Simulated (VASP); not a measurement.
Input of a VASP 6.6.1 run:

The input INCAR:

```
SYSTEM = CaO
PREC = Accurate
ENCUT = 520
EDIFF = 1E-7
ISMEAR = -1
SIGMA = 0.02
LREAL = .FALSE.
LASPH = .TRUE.
NELM = 100
ALGO = Normal
ISIF = 2
LWAVE = .FALSE.
LCHARG = .FALSE.
GGA = CA
NBANDS = 15
```

KPOINTS

```
Automatic mesh
0
G
  8 8 8
  0 0 0
```

The input POSCAR:

```
CaO
1.0
    2.8477804595      0.0000000000      0.0000000000
    0.0000000000      2.8477804595      0.0000000000
    0.0000000000      0.0000000000      2.8477804595
Ca O
1 1
Direct
    0.0000000000      0.0000000000      0.0000000000
    0.5000000000      0.5000000000      0.5000000000
```

Potentials or basis: VASP PAW LDA potentials, release 64 (Ca_sv, O).

Launch:

```bash
$ cat potpaw_LDA.64/Ca_sv/POTCAR potpaw_LDA.64/O/POTCAR > POTCAR
$ mpirun -np 1 vasp_std > vasp.out
```

(1) Estimate the band gap on the k mesh.

(2) What does it give for the pressure?

Results:

(1) 2.55 eV, indirect (least direct gap 2.85 eV).

(2) 1.0 GPa.
